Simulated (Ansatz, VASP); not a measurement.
Co: VASP beside Ansatz

The input INCAR:

```
PREC = Accurate
ENCUT = 520
EDIFF = 1E-6
ISMEAR = -1
SIGMA = 0.1
LREAL = F
LASPH = T
NELM = 60
ALGO = Normal
ISIF = 2
LWAVE = F
LCHARG = F
GGA = B5
ALDAX = 1.0
AGGAX = 1.0
AGGAC = 1.0
ALDAC = 0.0
NBANDS = 16
```

File KPOINTS:

```
regular mesh
0
Gamma
  16 16 11
```

Contents of POSCAR:

```
Co
1.0
   -2.2694007593      2.2694188103      1.2915546026
    2.2694188103     -2.2694007593      1.2915546026
    2.2703553565      2.2703553565     -1.2915215422
Co
2
Direct
    0.0000023959      0.9999976041      1.0000000000
    0.7499976041      0.2500023959      0.5000000000
```

Input for Ansatz:

```yaml
crystal:
  lattice:
    - [-2.2694007593, 2.2694188103, 1.2915546026]
    - [2.2694188103, -2.2694007593, 1.2915546026]
    - [2.2703553565, 2.2703553565, -1.2915215422]
  atoms:
    - { symbol: Co, position: [2.3959e-06, 0.9999976041, 1.0] }
    - { symbol: Co, position: [0.7499976041, 0.2500023959, 0.5] }
hamiltonian:
  xc: blyp
  pseudopotentials:
    kind: paw
    azcp:
      Co: "pseudopotentials/Co.paw.azcp"
basis:
  ecutwfc: 420
  fft_grid_basis: typed
kpoints:
  mp_grid: { grid: [16, 16, 11], shift: [0, 0, 0] }
magnetization:
  spin_polarized: false
scf:
  occupations: { method: fermi_dirac, width: 0.1 }
  lower_state_search: "off"
output:
  stress: true
  write_density: true
  write_potential: true
  elf: true
  volumetric_format: npy
```

Alike in both runs: task single point; functional BLYP; k mesh 16 × 16 × 11; occupations fermi-dirac, width 0.1 eV; no spin polarisation.

```csv
,VASP,Ansatz
version,VASP 6.6.1,Ansatz 0.2.0
potentials or method,"VASP PAW PBE potentials, release 64 (Co), cutoff 520 eV","plane waves (420 eV) with PAW, scalar-relativistic"
valence electrons in the cell,18,34
```

```csv
,VASP,Ansatz,Ansatz less VASP
pressure (GPa),-15.4,-15.4,-0.03
"traceless stress, the component that is largest in VASP (GPa)",1.02,1.01,-0.006
```

VASP's potentials were made for PBE, not for BLYP. VASP's potentials hold 18 valence electrons a cell and Ansatz's 34, so a difference there can come from the potentials and not from the codes. Ansatz's warnings: near symmetry operations not taken.
